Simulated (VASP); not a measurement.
**Cu: single point with PBE**

The system is Cu.

```
Cu
1.0
    -1.41520    1.41520    1.49771
     1.41520   -1.41520    1.49771
     1.41520    1.41520   -1.49771
Cu
1
Direct
  0.00000 0.00000 0.00000
```

```json
{
  "Program": "VASP 6.6.1",
  "Task": "single point",
  "Functional": "PBE",
  "Potentials or basis": "VASP PAW PBE potentials, release 64 (Cu)",
  "Cutoff": "600 eV",
  "k mesh": "24 × 24 × 24",
  "Occupations": "gaussian, width 0.15 eV",
  "Spin": "no spin polarisation"
}
```

```
Pressure               : 0.7 GPa
Band gap on the k mesh : zero (an odd number of electrons rules out a gap without spin polarisation)
```

Stress tensor (GPa, compression positive):
```
0.38 0.00 0.00
0.00 0.38 0.00
0.00 0.00 1.35
```

Levels at points of the mesh, in eV from the Fermi level:
```tsv
k point	band 4	band 5	band 6	band 7	band 8	band 9
(0.00, 0.00, 0.00)	-2.92	-2.19	-1.99	24.15	25.12	25.12
(0.50, 0.00, 0.00)	-1.95	-1.38	-0.68	4.07	17.87	17.92
(0.50, 0.50, 0.00)	-1.90	-1.34	-0.26	4.66	16.33	16.43
(0.50, 0.50, 0.50)	-1.51	-1.51	6.78	8.84	8.84	12.58
```

Run time: 2.6 min on 1 thread of AMD EPYC 7R43 64-Core Processor (Zen 3), with other jobs on the host, peak memory 0.25 GiB.
